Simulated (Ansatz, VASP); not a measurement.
**One calculation of RbAs2, two programs**

```
Rb As
1.0
     0.00000    7.14668    6.75759
     2.07619    0.00000    6.75759
     2.07619    7.14668    0.00000
Rb As
1 2
Direct
  0.50000 0.50000 0.50000
  0.20352 0.20352 0.79648
  0.79648 0.79648 0.20352
```

Alike in both runs: functional PBE; k mesh 12 × 12 × 12; occupations gaussian, width 0.1 eV; no spin polarisation.

Ansatz relaxed the structure, and its values are those at the end. VASP's run is a single point on that final structure, the one shown.

|  | VASP | Ansatz |
| --- | --- | --- |
| version | VASP 6.6.1 | Ansatz 0.2.0 |
| potentials or method | VASP PAW PBE potentials, release 64 (Rb_sv, As), cutoff 520 eV | scalar-relativistic, plane waves, PAW |
| valence electrons in the cell | 19 | 39 |

Ansatz gave:

```
gap on the k mesh at the Fermi level (eV) : none
pressure (GPa)                            : 0.0
rms of the force components (eV/Å)        : 0.000
```

Problem. Which values does VASP return?

Solution. gap on the k mesh at the Fermi level (eV): none; pressure (GPa): 0.1; rms of the force components (eV/Å): 0.017.

A gap of «none» marks a metal or a gap that the smearing closes. With one functional, cell and mesh, what is left measures potentials, basis and numerics. VASP's potentials hold 19 valence electrons a cell and Ansatz's 39, so a difference there can come from the potentials and not from the codes.
